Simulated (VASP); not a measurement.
Wanted: the native input for a VASP 6.6.1 run.

| Item | Value |
| --- | --- |
| Task | single point |
| Functional | r2SCAN |
| Potentials or basis | VASP PAW PBE potentials, release 64 (Ni) |
| Cutoff | 520 eV |
| k mesh | 14 × 14 × 14 |
| Occupations | methfessel-paxton, width 0.15 eV |
| Spin | collinear spin, ferromagnetic start |
| Starting moments | [2.0] μB |
| Dipole correction | no |
| Further INCAR settings | ALGO = Normal; EDIFF = 1e-06; NBANDS = 15 |

Crystal: Ni.

```
Ni
1.0
     0.00000    1.76690    1.76690
     1.76690    0.00000    1.76690
     1.76690    1.76690    0.00000
Ni
1
Direct
  0.00000 0.00000 0.00000
```

The input as run:

POSCAR

```
Ni
1.0
    0.0000000000      1.7669000000      1.7669000000
    1.7669000000      0.0000000000      1.7669000000
    1.7669000000      1.7669000000      0.0000000000
Ni
1
Direct
    0.0000000000      0.0000000000      0.0000000000
```

INCAR.step1

```
ALGO = Normal
EDIFF = 1E-4
ENCUT = 520
GGA = PE
ISMEAR = 1
ISPIN = 2
LASPH = True
LCHARG = False
LMAXMIX = 4
LREAL = False
LWAVE = True
MAGMOM = 2
NBANDS = 15
NELM = 150
PREC = Accurate
SIGMA = 0.15
```

INCAR.step2

```
ALGO = Normal
EDIFF = 1E-6
ENCUT = 520
ISIF = 2
ISMEAR = 1
ISPIN = 2
ISTART = 1
LASPH = True
LCHARG = False
LMAXMIX = 4
LMIXTAU = True
LORBIT = 11
LREAL = False
LWAVE = False
MAGMOM = 2
METAGGA = R2SCAN
NBANDS = 15
NELM = 150
PREC = Accurate
SIGMA = 0.15
```

KPOINTS

```
k-points
0
Gamma
  14 14 14
```

Potentials or basis: VASP PAW PBE potentials, release 64 (Ni).

The run is started by

```bash
$ cat potpaw_PBE.64/Ni/POTCAR > POTCAR
$ cp INCAR.step1 INCAR
$ mpirun -np 1 vasp_std > vasp.out
$ cp INCAR.step2 INCAR
$ mpirun -np 1 vasp_std > vasp.out
```

Results of the run:

The pressure is -8.7 GPa and the net moment is 0.75 μB per cell. The site moments are Ni +0.78 μB. The valence electrons inside the program's atomic spheres are Ni 9.32.

Caveat: the PAW data sets were made with another functional, which shifts forces and pressure a little.

Wall time 76 s on 1 thread of Intel(R) Xeon(R) 6975P-C (Granite Rapids) (shared host), peak memory 0.15 GiB.
